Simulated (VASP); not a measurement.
Sb:

```
Sb
1.0
     0.00000    2.37124    2.37124
     2.37124    0.00000    2.37124
     2.37124    2.37124    0.00000
Sb
1
Direct
  0.00000 0.00000 0.00000
```

```yaml
Program: VASP 6.6.1
Task: relaxation of cell and atoms
Functional: revPBE
Dispersion: D3(BJ)
Potentials_or_basis: VASP PAW PBE potentials, release 64 (Sb)
Cutoff: 600 eV
k_mesh: 10 × 10 × 10
Occupations: fermi-dirac, width 0.05 eV
Spin: no spin polarisation
```

At the start: pressure -3.3 GPa; volume 26.67 Å³/atom.

How do energy, volume and symmetry change on relaxing?

Over 3 steps the energy falls by 15.8 meV/atom and the volume is 25.21 Å³/atom (-5.4 %); space group Fm-3m (No. 225, to 0.05 Å).

The path:
```
step  energy change (eV)  largest force (eV/Å)  pressure (GPa)  volume (Å³)
   1              0.0000                0.0000           -3.27        26.67
   2             -0.0126                0.0000            1.74        24.62
   3             -0.0158                0.0000           -0.01        25.21
```

Final structure:
```
Sb
1.0
     0.00000    2.32737    2.32737
     2.32737    0.00000    2.32737
     2.32737    2.32737    0.00000
Sb
1
Direct
  0.00000 0.00000 0.00000
```

Caveat: the PAW data sets were made with another functional, which shifts forces and pressure a little; pairwise dispersion overbinds metals, which lowers pressure and volume.
